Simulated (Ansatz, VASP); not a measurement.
# Two plane-wave programs on Cu

```
CELL_PARAMETERS angstrom
2.55276 0.00000 0.00000
-1.27638 2.21076 0.00000
0.00000 0.00000 25.05759
ATOMIC_POSITIONS crystal
Cu 0.33333 0.66667 0.71039
Cu 0.66667 0.33333 0.54201
Cu 0.00000 0.00000 0.62624
Cu 0.33333 0.66667 0.45799
Cu 0.66667 0.33333 0.28961
Cu 0.00000 0.00000 0.37376
```

Alike in both runs: task single point; functional PBE; dispersion D4; k mesh 12 × 12 × 2; occupations fermi-dirac, width 0.02 eV; no spin polarisation.

|  | VASP | Ansatz |
| --- | --- | --- |
| version | VASP 6.6.1 | Ansatz 0.2.0 |
| potentials or method | VASP PAW PBE potentials, release 64 (Cu) | Ansatz PAW |
| plane-wave cutoff (eV) | 520 | 420 |
| valence electrons in the cell | 66 | 114 |

|  | VASP | Ansatz | Ansatz less VASP |
| --- | --- | --- | --- |
| gap on the k mesh at the Fermi level (eV) | none | none | - |
| rms of the force components (eV/Å) | 0.090 | 0.095 | +0.0049 |

Atom by atom the forces differ by 0.006 eV/Å (rms over components). A gap of «none» marks a metal or a gap that the smearing closes. VASP's potentials hold 66 valence electrons a cell and Ansatz's 114, so a difference there can come from the potentials and not from the codes.
